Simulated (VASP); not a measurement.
# Pd2PtSe6 (P-31m) in VASP: single point with PBE

Aim: the single point of Pd2PtSe6 with PBE.

All numbers are computed with VASP 6.6.1; they aren't measurements. Logs are shortened: lines on timing, memory, paths and dates and some standing lists are left out, and cuts for length are marked.

**1. The cell of the first run**

It takes space group P-31m (No. 162, trigonal). Conventional cell: a = 6.577 Å, b = 6.577 Å, c = 5.032 Å, α = 90.00°, β = 90.00°, γ = 120.00°. Within 3.4 Å of Pd (site symmetry 32) lie 6 Se at 2.55 Å. Within 3.3 Å of Pt (site symmetry -3m) lie 6 Se at 2.53 Å. Within 3.5 Å of Se (site symmetry m) lie 1 Pt at 2.53 Å and 2 Pd at 2.55 Å and 6 Se at 3.28 to 3.41 Å.

**2. Single point, PBE**

POSCAR reads:

```
Pd2PtSe6
1.0
    6.5774788681      0.0000000000      0.0000000000
   -3.2887394341      5.6962637926      0.0000000000
    0.0000000000      0.0000000000      5.0319391566
Pd Pt Se
2 1 6
Direct
    0.6666666667      0.3333333333      0.0000000000
    0.3333333333      0.6666666667      0.0000000000
    0.0000000000      0.0000000000      0.0000000000
    0.0000000000      0.3309294092      0.2565218506
    0.6690705908      0.6690705908      0.2565218506
    0.3309294092      0.0000000000      0.2565218506
    0.3309294092      0.3309294092      0.7434781494
    0.0000000000      0.6690705908      0.7434781494
    0.6690705908      0.0000000000      0.7434781494
```

INCAR.step1 reads:

```
SYSTEM = Pd2PtSe6
  PREC = Accurate
  ENCUT = 520
  EDIFF = 1E-6
  ISMEAR = 0
  SIGMA = 0.1
  LREAL = .False.
  LASPH = .True.
  NELM = 60
  ALGO = Normal
  ISIF = 2
  LWAVE = .False.
  LCHARG = .True.
  LMAXMIX = 4
  GGA = PE
  NBANDS = 43
```

KPOINTS.step1 reads:

```
regular mesh
0
Gamma
  6 6 8
  0 0 0
```

INCAR.step2 reads:

```
SYSTEM = Pd2PtSe6
  PREC = Accurate
  ENCUT = 520
  EDIFF = 1E-6
  ISMEAR = -5
  SIGMA = 0.1
  LREAL = .False.
  LASPH = .True.
  NELM = 60
  ALGO = Normal
  ISIF = 2
  LWAVE = .False.
  LCHARG = .False.
  LMAXMIX = 4
  GGA = PE
  LORBIT = 10
  NEDOS = 2001
  ICHARG = 11
```

KPOINTS.step2 reads:

```
regular mesh
0
Gamma
  9 9 12
  0 0 0
```

Potentials or basis: VASP PAW PBE potentials, release 64 (Pd, Pt, Se).

The run is started by

```console
> cat potpaw_PBE.64/Pd/POTCAR potpaw_PBE.64/Pt/POTCAR potpaw_PBE.64/Se/POTCAR > POTCAR
> cp INCAR.step1 INCAR
> cp KPOINTS.step1 KPOINTS
> mpirun -np 1 vasp_std > vasp.out
> cp INCAR.step2 INCAR
> cp KPOINTS.step2 KPOINTS
> mpirun -np 1 vasp_std > vasp.out
```

OUTCAR:

```text
SYSTEM = Pd2PtSe6
   PREC = Accurate
   ENCUT = 520
   EDIFF = 1E-6
   ISMEAR = -5
   LREAL = .False.
   LASPH = .True.
   NELM = 60
   ISIF = 2
   GGA = PE
   LORBIT = 10
   ICHARG = 11

 ion  position               nearest neighbor table
   1  0.667  0.333  0.000-   9 2.55   4 2.55   8 2.55   6 2.55   5 2.55   7 2.55
   2  0.333  0.667  0.000-   6 2.55   8 2.55   4 2.55   9 2.55   7 2.55   5 2.55
   3  0.000  0.000  0.000-   5 2.53   7 2.53   4 2.53   8 2.53   6 2.53   9 2.53
   4  0.000  0.331  0.257-   3 2.53   1 2.55   2 2.55
   5  0.669  0.669  0.257-   3 2.53   1 2.55   2 2.55
   6  0.331  0.000  0.257-   3 2.53   2 2.55   1 2.55
   7  0.331  0.331  0.743-   3 2.53   2 2.55   1 2.55
   8  0.000  0.669  0.743-   3 2.53   2 2.55   1 2.55
   9  0.669  0.000  0.743-   3 2.53   1 2.55   2 2.55

  LATTYP: Found a hexagonal cell.
 ALAT       =     6.5774788681
 C/A-ratio  =     0.7650255147

  Lattice vectors:

 A1 = (   6.5774788681,   0.0000000000,   0.0000000000)
 A2 = (  -3.2887394341,   5.6962637926,   0.0000000000)
 A3 = (   0.0000000000,   0.0000000000,   5.0319391566)

Analysis of symmetry for initial positions (statically):
=====================================================================
 Subroutine PRICEL returns:
 Original cell was already a primitive cell.

 Routine SETGRP: Setting up the symmetry group for a
 hexagonal supercell.

 Subroutine GETGRP returns: Found 12 space group operations
 (whereof 12 operations were pure point group operations)
 out of a pool of 24 trial point group operations.

The static configuration has the point symmetry D_3d.

Analysis of symmetry for dynamics (positions and initial velocities):
=====================================================================
 Subroutine PRICEL returns:
 Original cell was already a primitive cell.

 Routine SETGRP: Setting up the symmetry group for a
 hexagonal supercell.

 Subroutine GETGRP returns: Found 12 space group operations
 (whereof 12 operations were pure point group operations)
 out of a pool of 24 trial point group operations.

The dynamic configuration has the point symmetry D_3d.

 Subroutine INISYM returns: Found 12 space group operations
 (whereof 12 operations are pure point group operations),
 and found     1 'primitive' translations

----------------------------------------------------------------------------------------

                                     Primitive cell

  volume of cell :     188.5319

  direct lattice vectors                    reciprocal lattice vectors
     6.577478868  0.000000000  0.000000000     0.152033936  0.087776834  0.000000000
    -3.288739434  5.696263793  0.000000000     0.000000000  0.175553668  0.000000000
     0.000000000  0.000000000  5.031939157     0.000000000  0.000000000  0.198730543

  length of vectors
     6.577478868  6.577478868  5.031939157     0.175553668  0.175553668  0.198730543

  position of ions in fractional coordinates (direct lattice)
     0.666666667  0.333333333  0.000000000
     0.333333333  0.666666667  0.000000000
     0.000000000  0.000000000  0.000000000
     0.000000000  0.330929409  0.256521851
     0.669070591  0.669070591  0.256521851
     0.330929409  0.000000000  0.256521851
     0.330929409  0.330929409  0.743478149
     0.000000000  0.669070591  0.743478149
     0.669070591  0.000000000  0.743478149

  ion indices of the primitive-cell ions
   primitive index   ion index
                 1           1
                 2           2
                 3           3
                 4           4
                 5           5
                 6           6
                 7           7
                 8           8
                 9           9

----------------------------------------------------------------------------------------

 KPOINTS: regular mesh

Automatic generation of k-mesh.
 Grid dimensions read from file:
 generate k-points for:    9    9   12

 Generating k-lattice:

  Cartesian coordinates                     Fractional coordinates (reciprocal lattice)
     0.016892660  0.009752982  0.000000000     0.111111111  0.000000000  0.000000000
     0.000000000  0.019505963  0.000000000     0.000000000  0.111111111  0.000000000
     0.000000000  0.000000000  0.016560879     0.000000000  0.000000000  0.083333333

  Length of vectors
     0.019505963  0.019505963  0.016560879

  Shift w.r.t. Gamma in fractional coordinates (k-lattice)
     0.000000000  0.000000000  0.000000000

 TETIRR: Found   1888 inequivalent tetrahedra from     5832

 Subroutine IBZKPT returns following result:
 ===========================================

 Found    119 irreducible k-points:

 Following reciprocal coordinates:
            Coordinates               Weight
  0.000000  0.000000  0.000000      1.000000
  0.111111  0.000000  0.000000      6.000000
  0.222222  0.000000  0.000000      6.000000
  0.333333 -0.000000  0.000000      6.000000
  0.444444  0.000000  0.000000      6.000000
  0.111111  0.111111  0.000000      6.000000
[... 16 lines left out ...]
 -0.111111  0.444444  0.083333     12.000000
  0.444444  0.111111  0.083333      6.000000
 [... further k-points ...]
   k-points           NKPTS =    119   k-points in BZ     NKDIM =    119   number of bands    NBANDS=     39
   number of dos      NEDOS =   2001   number of ions     NIONS =      9
   total plane-waves  NPLWV = 100000
   dimension x,y,z NGX =    50 NGY =   50 NGZ =   40
   dimension x,y,z NGXF=   100 NGYF=  100 NGZF=   80
   ions per type =               2   1   6
   NGX,Y,Z   is equivalent  to a cutoff of  12.64, 12.64, 13.22 a.u.
   NGXF,Y,Z  is equivalent  to a cutoff of  25.28, 25.28, 26.43 a.u.
 SYSTEM =  Pd2PtSe6
   PREC   = accura    normal or accurate (medium, high low for compatibility)
   ISTART =      0    job   : 0-new  1-cont  2-samecut
   ICHARG =     11    charge: 1-file 2-atom 10-const
   ISPIN  =      1    spin polarized calculation?
   LNONCOLLINEAR =      F non collinear calculations
   LSORBIT =      F    spin-orbit coupling
   LASPH  =      T    aspherical Exc in radial PAW
   ENCUT  =  520.0 eV  38.22 Ry    6.18 a.u.  12.23 12.23  9.36*2*pi/ulx,y,z
   NELM   =     60;   NELMIN=  2; NELMDL=  0     # of ELM steps
   EDIFF  = 0.1E-05   stopping-criterion for ELM
   LREAL  =      F    real-space projection
   EDIFFG = 0.1E-04   stopping-criterion for IOM
   NSW    =      0    number of steps for IOM
   IBRION =     -1    ionic relax: 0-MD 1-quasi-New 2-CG
   NFREE  =      0    steps in history (QN), initial steepest desc. (CG)
   ISIF   =      2    stress and relaxation
   ISYM   =      2    0-nonsym 1-usesym 2-fastsym
   POTIM  = 0.5000    time-step for ionic-motion
   TEBEG  =    0.0;   TEEND  =   0.0 temperature during run
   PSTRESS=    0.0 pullay stress
   NELECT =      66.0000    total number of electrons
   NUPDOWN=      -1.0000    fix difference up-down
   EMIN   =  10.00;   EMAX   =-10.00  energy-range for DOS
   EFERMI =   0.00;   METHOD = LEGACY
   ISMEAR =    -5;   SIGMA  =   0.10  broadening in eV -4-tet -1-fermi 0-gaus
   EFERMI_NEDOS =   21; number of points for ismear=-14 and -15
   IALGO  =     38    algorithm
   IMIX   =      4    mixing-type and parameters
     AMIX     =   0.40;   BMIX     =  1.00
     AMIX_MAG =   1.60;   BMIX_MAG =  1.00
  volume/ion in A,a.u.               =      20.95       141.36
  Fermi-wavevector in a.u.,A,eV,Ry     =   1.153793  2.180352 18.112591  1.331238
  Thomas-Fermi vector in A             =   2.290434
   LORBIT       =     10    0 simple, 1 ext, 2 COOP (PROOUT), +10 PAW based schemes
   GGA     = PE    functional components
   LHFCALC =     F    Hartree Fock is set to
   AEXX    =    0.0000 exact exchange contribution
   IVDW    =     0    specifies the selected vdW correction
   LEPSILON=     F    determine dielectric tensor
   LRPA    =     F    only Hartree local field effects (RPA)
 non-spin polarized calculation
 Fermi weights with tetrahedron method with Bloechl corrections
  energy-cutoff  :      520.00
  volume of cell :      188.53
 maximum number of plane-waves:      5109
 NGX is ok and might be reduce to    50

 number of electron      66.0000005 magnetization

 Free energy of the ion-electron system (eV)
  ---------------------------------------------------
  ext. energy  EPLUGINS =         0.00000000
  ---------------------------------------------------
  free energy    TOTEN  =       -40.38588467 eV

  energy without entropy =      -40.38588467  energy(sigma->0) =      -40.38588467

 E-fermi :   5.5500     XC(G=0): -10.4422

 val. band max:        5.5971000327   @ k =   0.3333  -0.0000   0.0000
 cond. band min:       5.5138782070   @ k =  -0.2222  -0.4444   0.2500
 fundamental gap:     -0.0832218257
 Fermi energy:         5.5499513034

 k-point     1 :       0.0000    0.0000    0.0000
  band No.  band energies     occupation
      1      -9.2753      2.00000
      2      -7.5275      2.00000
      3      -7.5275      2.00000
      4      -7.5238      2.00000
      5      -7.5237      2.00000
      6      -6.7503      2.00000
[... 31 lines left out ...]
     38       6.7639      0.00000
     39       6.7639      0.00000

 k-point     2 :       0.1111    0.0000    0.0000
  band No.  band energies     occupation
      1      -9.2364      2.00000
      2      -7.6590      2.00000
      3      -7.6135      2.00000
      4      -7.4639      2.00000
      5      -7.4245      2.00000
      6      -6.7658      2.00000
[... 913 lines left out ...]
     38       6.9765      0.00000
     39       7.4161      0.00000

 k-point    24 :       0.4444    0.1111    0.0833
  band No.  band energies     occupation
      1      -8.5855      2.00000
      2      -8.4321      2.00000
      3      -7.8434      2.00000
      4      -7.4304      2.00000
      5      -7.1186      2.00000
      6      -7.0498      2.00000
[... 31 lines left out ...]
     38       7.1811      0.00000
     39       7.7578      0.00000

 [... further k-points ...]
[... 5 lines left out ...]
  --------------------------------------------------------------------------------------
  -------------------------------------------------------------------------------------
  Total       -0.1528034     -0.1528034     -0.2702393      0.0000000     -0.0000000      0.0000000
  in kB       -1.2985496     -1.2985496     -2.2965408      0.0000000     -0.0000000      0.0000000
  external PRESSURE =      -1.6312134 kB  Pullay stress =       0.0000000 kB

 VOLUME and BASIS-vectors are now :
 -----------------------------------------------------------------------------
  energy-cutoff  :      520.00
  volume of cell :      188.53
      direct lattice vectors                 reciprocal lattice vectors
     6.577478868  0.000000000  0.000000000     0.152033936  0.087776834  0.000000000
    -3.288739434  5.696263793  0.000000000     0.000000000  0.175553668  0.000000000
     0.000000000  0.000000000  5.031939157     0.000000000  0.000000000  0.198730543

 POSITION                                       TOTAL-FORCE (eV/Angst)
 -----------------------------------------------------------------------------------
      3.28874      1.89875      0.00000         0.000000     -0.000000      0.000000
     -0.00000      3.79751      0.00000         0.000000      0.000000      0.000000
      0.00000      0.00000      0.00000         0.000000     -0.000000      0.000000
     -1.08834      1.88506      1.29080         0.001846     -0.003197     -0.000050
      2.20040      3.81120      1.29080         0.001846      0.003197     -0.000050
      2.17668      0.00000      1.29080        -0.003691     -0.000000     -0.000050
      1.08834      1.88506      3.74114        -0.001846     -0.003197      0.000050
     -2.20040      3.81120      3.74114        -0.001846      0.003197      0.000050
      4.40080      0.00000      3.74114         0.003691     -0.000000      0.000050
 -----------------------------------------------------------------------------------
    total drift:                                0.000000     -0.000000      0.000000

  FREE ENERGIE OF THE ION-ELECTRON SYSTEM (eV)
  ---------------------------------------------------
  free  energy   TOTEN  =       -40.3858846701 eV

  energy  without entropy=      -40.3858846701  energy(sigma->0) =      -40.38588467

 total charge

# of ion       s       p       d       tot
------------------------------------------
    1        0.478   0.585   8.410   9.473
    2        0.478   0.585   8.410   9.473
    3        0.661   0.668   7.997   9.326
    4        1.492   2.194   0.053   3.740
    5        1.492   2.194   0.053   3.740
    6        1.492   2.194   0.053   3.740
    7        1.492   2.194   0.053   3.740
    8        1.492   2.194   0.053   3.740
    9        1.492   2.194   0.053   3.740
--------------------------------------------------
tot         10.568  15.005  25.136  50.709
```

Run time: 28 min. Hardware: 1 thread of Intel Xeon 8259CL, shared host; peak memory 0.88 GiB.

What came out:

* Valence electrons inside the program's atomic spheres: Pd 9.47; Pt 9.33; Se 3.74

Caveat: spin-orbit coupling is left out, which moves the levels of the heavy elements.
